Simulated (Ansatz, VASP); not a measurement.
Two plane-wave programs on Ca

File INCAR:

```
SYSTEM = Ca
ALGO     = Normal         ! electronic algorithm
EDIFF    = 1E-6           ! SCF threshold, eV
ENCUT    = 520            ! plane-wave cutoff, eV
GGA      = PE             ! functional
ISIF     = 2              ! what is computed and relaxed
ISMEAR   = -1             ! smearing method
LASPH    = .True.         ! aspherical terms in the spheres
LCHARG   = .False.        ! write CHGCAR
LREAL    = .False.        ! projectors in reciprocal space
LWAVE    = .False.        ! write WAVECAR
NBANDS   = 17             ! bands
NELM     = 100            ! most SCF steps
PREC     = Accurate       ! precision mode
SIGMA    = 0.05           ! smearing width, eV
```

File KPOINTS:

```
k-points
0
Gamma
  12 12 12
  0 0 0
```

File POSCAR:

```
Ca
1.0
   -3.4139015891      3.4139015891      1.8465460143
    3.4139015891     -3.4139015891      1.8465460143
    3.4139015891      3.4139015891     -1.8465460143
Ca
2
Direct
   -0.3750000000     -0.1250000000     -0.2500000000
    0.3750000000      0.1250000000      0.2500000000
```

Input for Ansatz:

```yaml
crystal:
  lattice:
    - [-3.4139015891, 3.4139015891, 1.8465460143]
    - [3.4139015891, -3.4139015891, 1.8465460143]
    - [3.4139015891, 3.4139015891, -1.8465460143]
  atoms:
    - { symbol: Ca, position: [-0.375, -0.125, -0.25] }
    - { symbol: Ca, position: [0.375, 0.125, 0.25] }
kpoints:
  mp_grid: { grid: [12, 12, 12] }
scf:
  occupations: { method: fermi_dirac, width: 0.05 }
hamiltonian:
  xc: pbe
  pseudopotentials: { kind: nc }
output:
  forces: true
  stress: true
  eigenvalues: true
```

Change from the starting cell: volume scaled by 1, norm-conserving files.

Alike in both runs: task single point; functional PBE; k mesh 12 × 12 × 12; occupations fermi-dirac, width 0.05 eV; no spin polarisation.

|  | VASP | Ansatz |
| --- | --- | --- |
| version | VASP 6.6.1 | Ansatz 0.2.0 |
| potentials or method | VASP PAW PBE potentials, release 64 (Ca_sv) | scalar-relativistic |
| plane-wave cutoff (eV) | 520 | 925 |
| valence electrons in the cell | 20 | 20 |

```tsv
	VASP	Ansatz	Ansatz less VASP
pressure (GPa)	0.0	0.0	-0.02
```

With one functional, cell and mesh, what is left measures potentials, basis and numerics.
